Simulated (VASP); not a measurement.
Runs of VASP 6.6.1 on W. The structure is that of space group Fm-3m (No. 225), or close to it. The cells are those of the table. 

| cell | gap on the mesh (eV) | pressure (GPa) |
| --- | --- | --- |
| a = 2.936, b = 2.936, c = 2.914 Å, angles 60.2, 60.2, 59.5°, 1 atom | none | (c) |
| a = 2.872, b = 2.872, c = 2.785 Å, angles 61.0, 61.0, 58.0°, 1 atom | none | (a) |
| a = 2.849, b = 2.849, c = 2.871 Å, angles 59.8, 59.8, 60.5°, 1 atom | none | (b) |
| a = 2.828, b = 2.828, c = 2.871 Å, angles 59.5, 59.5, 61.0°, 1 atom | none | -4.0 |
| a = 2.828, b = 2.828, c = 2.785 Å, angles 60.5, 60.5, 59.0°, 1 atom | none | 5.3 |
| a = 2.806, b = 2.806, c = 2.828 Å, angles 59.7, 59.7, 60.5°, 1 atom | none | 5.2 |
| a = 2.936, b = 2.936, c = 2.957 Å, angles 59.8, 59.8, 60.5°, 1 atom | none | -27.9 |
| a = 2.871, b = 2.871, c = 2.914 Å, angles 59.5, 59.5, 61.0°, 1 atom | none | -15.7 |

Alike in all rows: task single point; level PBEsol; potentials or basis VASP PAW PBE potentials, release 64 (W_sv); no spin polarisation; k mesh 20 × 20 × 20; cutoff (eV) 520; smearing gaussian 0.15 eV.

**Question.** Fill in the values left out.

**Answer.** (a) -3.8; (b) -8.2; (c) -25.2.

Caveats: the PAW data sets were made with another functional, which shifts forces and pressure a little; spin-orbit coupling is left out, which moves the levels of the heavy elements.

A k mesh can miss the band edges, and the runs leave out spin-orbit coupling on W.

A gap of «none» marks levels without a gap at the run's occupations.
